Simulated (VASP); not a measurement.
A run of VASP 6.6.1:

Contents of INCAR:

```
PREC = Accurate ; ENCUT = 520
EDIFF = 1E-6 ; ISMEAR = 0
SIGMA = 0.1 ; LREAL = F
LASPH = T ; NELM = 80
ALGO = Normal ; ISIF = 2
LWAVE = F ; LCHARG = F
GGA = PE ; NBANDS = 26
```

File KPOINTS:

```
regular mesh
0
Gamma
  1 1 1
```

Contents of POSCAR:

```
InSb
1.0
    3.0633140000     -3.0813730000      0.0000000000
    3.0633140000      3.0813730000      0.0000000000
    0.0000000000      0.0000000000      6.1268940000
In Sb
2 2
Direct
    0.2794110000      0.7205890000      0.2500000000
    0.7205890000      0.2794110000      0.7500000000
    0.7772050000      0.2227950000      0.2500000000
    0.2227950000      0.7772050000      0.7500000000
```

Potentials or basis: VASP PAW PBE potentials, release 64 (In_d, Sb).

The run is started by

```sh
$ cat potpaw_PBE.64/In_d/POTCAR potpaw_PBE.64/Sb/POTCAR > POTCAR
$ mpirun -np 1 vasp_gam > vasp.out
```

Hardware: 1 thread of AMD EPYC 7R13, with other jobs on the host.

Q: How long does it take, and how much memory?

A: Wall time 17 s on 1 thread of AMD EPYC 7R13 (shared host), peak memory 0.17 GiB. Counts: scf iterations 15, k points 1.
